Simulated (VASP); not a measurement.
Here is a VASP 6.6.1 calculation.

The input INCAR:

```
PREC = Accurate
ENCUT = 520
EDIFF = 1E-6
ISMEAR = 0
SIGMA = 0.15
LREAL = F
LASPH = T
NELM = 150
ALGO = Normal
ISIF = 2
LWAVE = F
LCHARG = F
ISPIN = 2
MAGMOM = 1
LORBIT = 11
NUPDOWN = 1.0
LMAXMIX = 4
NBANDS = 16
```

KPOINTS

```
regular mesh
0
Gamma
  22 22 22
```

POSCAR

```
Ti
1.0
    0.0000000000      1.8724558086      1.8724558086
    1.8724558086      0.0000000000      1.8724558086
    1.8724558086      1.8724558086      0.0000000000
Ti
1
Direct
    0.0000000000      0.0000000000      0.0000000000
```

Potentials or basis: VASP PAW LDA potentials, release 64 (Ti_sv).

Launch:

```sh
$ cat potpaw_LDA.64/Ti_sv/POTCAR > POTCAR
$ mpirun -np 1 vasp_std > vasp.out
```

Q: What does it give for the pressure?

A: 39.9 GPa.

Caveat: the total moment is fixed, so each spin has its own Fermi level.
